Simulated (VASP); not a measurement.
# CsO (Immm) in VASP: notebook

CsO is run at these levels: LDA; tasks: single point.

Everything below comes from runs of VASP 6.6.1. Logs are shortened: lines on timing, memory, paths and dates and some standing lists are left out, and cuts for length are marked.

## (1) The cell of the first run

Symmetry: Immm, No. 71, orthorhombic system. The conventional cell has a = 4.322 Å, b = 6.044 Å, c = 7.517 Å, α = 90.00°, β = 90.00°, γ = 90.00°. Cs (site symmetry mm2) has 6 O at 2.95 to 2.97 Å and 6 Cs at 3.72 to 3.76 Å within 3.9 Å. Within 1.9 Å of O (site symmetry m2m) lie 1 O at 1.45 Å.

## (2) Single point, LDA (strain -0.0600 x Voigt [0, 1, 0, 0, 0, 0])

File INCAR:

```
SYSTEM = CsO
PREC     = Accurate       ! precision mode
ENCUT    = 520            ! plane-wave cutoff, eV
EDIFF    = 1E-6           ! SCF threshold, eV
ISMEAR   = 0              ! smearing method
SIGMA    = 0.05           ! smearing width, eV
LREAL    = .FALSE.        ! projectors in reciprocal space
LASPH    = .TRUE.         ! aspherical terms in the spheres
NELM     = 100            ! most SCF steps
ALGO     = Normal         ! electronic algorithm
ISIF     = 2              ! what is computed and relaxed
LWAVE    = .FALSE.        ! write WAVECAR
LCHARG   = .TRUE.         ! write CHGCAR
GGA      = CA             ! functional
LELF     = .TRUE.         ! ELF
LVHAR    = .TRUE.       
NBANDS   = 23             ! bands
```

File KPOINTS:

```
Automatic mesh
0
G
  8 8 8
  0 0 0
```

File POSCAR:

```
CsO
1.0
   -2.1610000000      3.0221000000      3.7585000000
    2.1610000000     -3.0221000000      3.7585000000
    2.1610000000      3.0221000000     -3.7585000000
Cs O
2 2
Direct
    0.2500000000      0.2500000000      0.0000000000
    0.7500000000      0.7500000000      0.0000000000
    0.6200000000      0.0000000000      0.6200000000
    0.3800000000      0.0000000000      0.3800000000
```

Potentials or basis: VASP PAW LDA potentials, release 64 (Cs_sv, O).

Launch:

```sh
cat potpaw_LDA.64/Cs_sv/POTCAR potpaw_LDA.64/O/POTCAR > POTCAR
mpirun -np 1 vasp_std > vasp.out
```

OUTCAR:

```text
SYSTEM = CsO
   PREC = Accurate
   ENCUT = 520
   EDIFF = 1E-6
   ISMEAR = 0
   LREAL = .FALSE.
   LASPH = .TRUE.
   NELM = 100
   ISIF = 2
   GGA = CA

 ion  position               nearest neighbor table
   1  0.250  0.250  0.000-
   2  0.750  0.750  0.000-
   3  0.620  0.000  0.620-   4 1.45
   4  0.380  0.000  0.380-   3 1.45

  LATTYP: Found a body centered orthorhombic cell.
 ALAT       =     4.3220000000
 B/A-ratio  =     1.3984729292
 C/A-ratio  =     1.7392410921

  Lattice vectors:

 A1 = (  -2.1610000000,   3.0221000000,   3.7585000000)
 A2 = (   2.1610000000,  -3.0221000000,   3.7585000000)
 A3 = (   2.1610000000,   3.0221000000,  -3.7585000000)

Analysis of symmetry for initial positions (statically):
=====================================================================
 Subroutine PRICEL returns:
 Original cell was already a primitive cell.

 Routine SETGRP: Setting up the symmetry group for a
 body centered orthorhombic supercell.

 Subroutine GETGRP returns: Found  8 space group operations
 (whereof  8 operations were pure point group operations)
 out of a pool of  8 trial point group operations.

The static configuration has the point symmetry D_2h.

Analysis of symmetry for dynamics (positions and initial velocities):
=====================================================================
 Subroutine PRICEL returns:
 Original cell was already a primitive cell.

 Routine SETGRP: Setting up the symmetry group for a
 body centered orthorhombic supercell.

 Subroutine GETGRP returns: Found  8 space group operations
 (whereof  8 operations were pure point group operations)
 out of a pool of  8 trial point group operations.

The dynamic configuration has the point symmetry D_2h.

 Subroutine INISYM returns: Found  8 space group operations
 (whereof  8 operations are pure point group operations),
 and found     1 'primitive' translations

----------------------------------------------------------------------------------------

                                     Primitive cell

  volume of cell :      98.1834

  direct lattice vectors                    reciprocal lattice vectors
    -2.161000000  3.022100000  3.758500000     0.000000000  0.165447867  0.133031795
     2.161000000 -3.022100000  3.758500000     0.231374364  0.000000000  0.133031795
     2.161000000  3.022100000 -3.758500000     0.231374364  0.165447867  0.000000000

  length of vectors
     5.284820873  5.284820873  5.284820873     0.212298034  0.266892403  0.284441722

  position of ions in fractional coordinates (direct lattice)
     0.250000000  0.250000000  0.000000000
     0.750000000  0.750000000  0.000000000
     0.620000000  0.000000000  0.620000000
     0.380000000  0.000000000  0.380000000

  ion indices of the primitive-cell ions
   primitive index   ion index
                 1           1
                 2           2
                 3           3
                 4           4

----------------------------------------------------------------------------------------

 KPOINTS: Automatic mesh

Automatic generation of k-mesh.
 Grid dimensions read from file:
 generate k-points for:    8    8    8

 Generating k-lattice:

  Cartesian coordinates                     Fractional coordinates (reciprocal lattice)
     0.000000000  0.020680983  0.016628974     0.125000000 -0.000000000  0.000000000
     0.028921795  0.000000000  0.016628974     0.000000000  0.125000000  0.000000000
     0.028921795  0.020680983  0.000000000     0.000000000 -0.000000000  0.125000000

  Length of vectors
     0.026537254  0.033361550  0.035555215

  Shift w.r.t. Gamma in fractional coordinates (k-lattice)
     0.000000000  0.000000000  0.000000000

 Subroutine IBZKPT returns following result:
 ===========================================

 Found     95 irreducible k-points:

 Following reciprocal coordinates:
            Coordinates               Weight
  0.000000  0.000000  0.000000      1.000000
  0.125000  0.000000  0.000000      4.000000
  0.250000  0.000000  0.000000      4.000000
  0.375000  0.000000 -0.000000      4.000000
  0.500000  0.000000  0.000000      2.000000
 -0.000000  0.125000  0.000000      4.000000
[... 16 lines left out ...]
  0.125000  0.375000  0.000000      8.000000
  0.250000  0.375000  0.000000      8.000000
 [... further k-points ...]
   k-points           NKPTS =     95   k-points in BZ     NKDIM =     95   number of bands    NBANDS=     23
   number of dos      NEDOS =    301   number of ions     NIONS =      4
   total plane-waves  NPLWV =  64000
   dimension x,y,z NGX =    40 NGY =   40 NGZ =   40
   dimension x,y,z NGXF=    80 NGYF=   80 NGZF=   80
   ions per type =               2   2
   NGX,Y,Z   is equivalent  to a cutoff of  12.58, 12.58, 12.58 a.u.
   NGXF,Y,Z  is equivalent  to a cutoff of  25.17, 25.17, 25.17 a.u.
 SYSTEM =  CsO
   PREC   = accura    normal or accurate (medium, high low for compatibility)
   ISTART =      0    job   : 0-new  1-cont  2-samecut
   ICHARG =      2    charge: 1-file 2-atom 10-const
   ISPIN  =      1    spin polarized calculation?
   LNONCOLLINEAR =      F non collinear calculations
   LSORBIT =      F    spin-orbit coupling
   LASPH  =      T    aspherical Exc in radial PAW
   ENCUT  =  520.0 eV  38.22 Ry    6.18 a.u.   9.83  9.83  9.83*2*pi/ulx,y,z
   NELM   =    100;   NELMIN=  2; NELMDL= -5     # of ELM steps
   EDIFF  = 0.1E-05   stopping-criterion for ELM
   LREAL  =      F    real-space projection
   EDIFFG = 0.1E-04   stopping-criterion for IOM
   NSW    =      0    number of steps for IOM
   IBRION =     -1    ionic relax: 0-MD 1-quasi-New 2-CG
   NFREE  =      0    steps in history (QN), initial steepest desc. (CG)
   ISIF   =      2    stress and relaxation
   ISYM   =      2    0-nonsym 1-usesym 2-fastsym
   POTIM  = 0.5000    time-step for ionic-motion
   TEBEG  =    0.0;   TEEND  =   0.0 temperature during run
   PSTRESS=    0.0 pullay stress
   NELECT =      30.0000    total number of electrons
   NUPDOWN=      -1.0000    fix difference up-down
   EMIN   =  10.00;   EMAX   =-10.00  energy-range for DOS
   EFERMI =   0.00;   METHOD = LEGACY
   ISMEAR =     0;   SIGMA  =   0.05  broadening in eV -4-tet -1-fermi 0-gaus
   EFERMI_NEDOS =   21; number of points for ismear=-14 and -15
   IALGO  =     38    algorithm
   IMIX   =      4    mixing-type and parameters
     AMIX     =   0.40;   BMIX     =  1.00
     AMIX_MAG =   1.60;   BMIX_MAG =  1.00
  volume/ion in A,a.u.               =      24.55       165.64
  Fermi-wavevector in a.u.,A,eV,Ry     =   1.102645  2.083698 16.542329  1.215827
  Thomas-Fermi vector in A             =   2.239091
   LORBIT       =      0    0 simple, 1 ext, 2 COOP (PROOUT), +10 PAW based schemes
   GGA     = CA    functional components
   LHFCALC =     F    Hartree Fock is set to
   AEXX    =    0.0000 exact exchange contribution
   IVDW    =     0    specifies the selected vdW correction
   LEPSILON=     F    determine dielectric tensor
   LRPA    =     F    only Hartree local field effects (RPA)
 non-spin polarized calculation
 Gauss-broadening in eV      SIGMA  =   0.05
  energy-cutoff  :      520.00
  volume of cell :       98.18
 maximum number of plane-waves:      2668
   NGX = 19   NGY = 19   NGZ = 19

 number of electron      29.9999995 magnetization

 Free energy of the ion-electron system (eV)
  ---------------------------------------------------
  ext. energy  EPLUGINS =         0.00000000
  ---------------------------------------------------
  free energy    TOTEN  =       -17.93359063 eV

  energy without entropy =      -17.93359063  energy(sigma->0) =      -17.93359063

 E-fermi :   3.0315     XC(G=0):  -9.1878

 val. band max:        2.7936342355   @ k =   0.0000   0.0000   0.0000
 cond. band min:       4.2585601369   @ k =   0.5000   0.5000   0.5000
 fundamental gap:      1.4649259014
 Fermi energy:         3.0314814518

 k-point     1 :       0.0000    0.0000    0.0000
  band No.  band energies     occupation
      1     -19.7031      2.00000
      2     -18.7867      2.00000
      3     -17.9341      2.00000
      4     -11.3719      2.00000
      5      -6.9873      2.00000
      6      -6.5483      2.00000
[... 15 lines left out ...]
     22       8.6948      0.00000
     23      10.0591      0.00000

 k-point     2 :       0.1250    0.0000    0.0000
  band No.  band energies     occupation
      1     -19.6690      2.00000
      2     -18.8144      2.00000
      3     -17.9516      2.00000
      4     -11.3786      2.00000
      5      -6.9152      2.00000
      6      -6.4871      2.00000
[... 15 lines left out ...]
     22       8.6167      0.00000
     23       9.8628      0.00000

 k-point     3 :       0.2500    0.0000    0.0000
  band No.  band energies     occupation
      1     -19.5726      2.00000
      2     -18.8957      2.00000
      3     -17.9932      2.00000
      4     -11.3908      2.00000
      5      -6.7479      2.00000
      6      -6.3022      2.00000
[... 15 lines left out ...]
     22       8.6574      0.00000
     23       9.5053      0.00000

 k-point     4 :       0.3750    0.0000   -0.0000
  band No.  band energies     occupation
      1     -19.4358      2.00000
      2     -19.0185      2.00000
      3     -18.0339      2.00000
      4     -11.3978      2.00000
      5      -6.5334      2.00000
      6      -6.0763      2.00000
[... 15 lines left out ...]
     22       8.7043      0.00000
     23       9.2177      0.00000

 k-point     5 :       0.5000    0.0000    0.0000
  band No.  band energies     occupation
      1     -19.3395      2.00000
      2     -19.1094      2.00000
      3     -18.0504      2.00000
      4     -11.3993      2.00000
      5      -6.2769      2.00000
      6      -6.2365      2.00000
[... 15 lines left out ...]
     22       8.8658      0.00000
     23       8.8931      0.00000

 k-point     6 :      -0.0000    0.1250    0.0000
  band No.  band energies     occupation
      1     -19.6481      2.00000
      2     -18.8053      2.00000
      3     -17.9719      2.00000
      4     -11.3797      2.00000
      5      -6.9045      2.00000
      6      -6.5855      2.00000
[... 15 lines left out ...]
     22       8.6887      0.00000
     23      10.1810      0.00000

 k-point     7 :       0.1250    0.1250    0.0000
  band No.  band energies     occupation
      1     -19.5898      2.00000
      2     -18.8497      2.00000
      3     -18.0016      2.00000
      4     -11.3967      2.00000
      5      -6.8558      2.00000
      6      -6.4380      2.00000
[... 353 lines left out ...]
     22       8.9234      0.00000
     23       9.2317      0.00000

 k-point    21 :      -0.1250    0.2500    0.0000
  band No.  band energies     occupation
      1     -19.5132      2.00000
      2     -18.8441      2.00000
      3     -18.0697      2.00000
      4     -11.3783      2.00000
      5      -6.8158      2.00000
      6      -6.7107      2.00000
[... 15 lines left out ...]
     22       8.8156      0.00000
     23      10.2343      0.00000

 k-point    22 :      -0.0000    0.3750    0.0000
  band No.  band energies     occupation
      1     -19.2829      2.00000
      2     -18.9354      2.00000
      3     -18.2176      2.00000
      4     -11.4139      2.00000
      5      -6.6065      2.00000
      6      -6.4617      2.00000
[... 15 lines left out ...]
     22       8.9124      0.00000
     23       9.9634      0.00000

 k-point    23 :       0.1250    0.3750    0.0000
  band No.  band energies     occupation
      1     -19.2117      2.00000
      2     -18.9785      2.00000
      3     -18.2557      2.00000
      4     -11.4191      2.00000
      5      -6.8052      2.00000
      6      -6.3803      2.00000
[... 15 lines left out ...]
     22       9.2163      0.00000
     23       9.4466      0.00000

 k-point    24 :       0.2500    0.3750    0.0000
  band No.  band energies     occupation
      1     -19.1212      2.00000
      2     -19.0358      2.00000
      3     -18.2994      2.00000
      4     -11.4065      2.00000
      5      -7.0035      2.00000
      6      -6.6008      2.00000
[... 15 lines left out ...]
     22       9.3906      0.00000
     23       9.8501      0.00000

 [... further k-points ...]
[... 5 lines left out ...]
  --------------------------------------------------------------------------------------
  -------------------------------------------------------------------------------------
  Total       -0.9425960      1.0032117     -1.4232459      0.0000000      0.0000000      0.0000000
  in kB      -15.3814770     16.3706169    -23.2248213      0.0000000      0.0000000      0.0000000
  external PRESSURE =      -7.4118938 kB  Pullay stress =       0.0000000 kB

 VOLUME and BASIS-vectors are now :
 -----------------------------------------------------------------------------
  energy-cutoff  :      520.00
  volume of cell :       98.18
      direct lattice vectors                 reciprocal lattice vectors
    -2.161000000  3.022100000  3.758500000     0.000000000  0.165447867  0.133031795
     2.161000000 -3.022100000  3.758500000     0.231374364  0.000000000  0.133031795
     2.161000000  3.022100000 -3.758500000     0.231374364  0.165447867  0.000000000

 POSITION                                       TOTAL-FORCE (eV/Angst)
 -----------------------------------------------------------------------------------
      0.00000      0.00000      1.87925        -0.000000     -0.000000      0.228568
      0.00000      0.00000      5.63775         0.000000     -0.000000     -0.228568
      0.00000      3.74740      0.00000         0.000000      0.564158     -0.000000
      0.00000      2.29680      0.00000         0.000000     -0.564158      0.000000
 -----------------------------------------------------------------------------------
    total drift:                               -0.000000     -0.000000      0.000000

  FREE ENERGIE OF THE ION-ELECTRON SYSTEM (eV)
  ---------------------------------------------------
  free  energy   TOTEN  =       -17.9335906315 eV

  energy  without entropy=      -17.9335906315  energy(sigma->0) =      -17.93359063
```

Run time: 1.8 min. Hardware: 1 thread of AMD EPYC 9R45 (Zen 5), shared host; peak memory 0.28 GiB.

What came out:

| Item | Value |
| --- | --- |
| Free energy | -17.9336 eV |
| Pressure | -0.7 GPa |
| Largest force | 0.564 eV/Å |
| Band gap on the k mesh | 1.47 eV (least direct gap 1.56 eV) |

Forces in eV/Å, atoms in the order of the input:
```
Cs   0.000  0.000  0.229
Cs   0.000  0.000 -0.229
O    0.000  0.564  0.000
O    0.000 -0.564  0.000
```

Caveat: the cell differs from its parent crystal (strain -0.0600 x Voigt [0, 1, 0, 0, 0, 0]); spin-orbit coupling is left out, which moves the levels of the heavy elements.

[end of part 1 of 3]
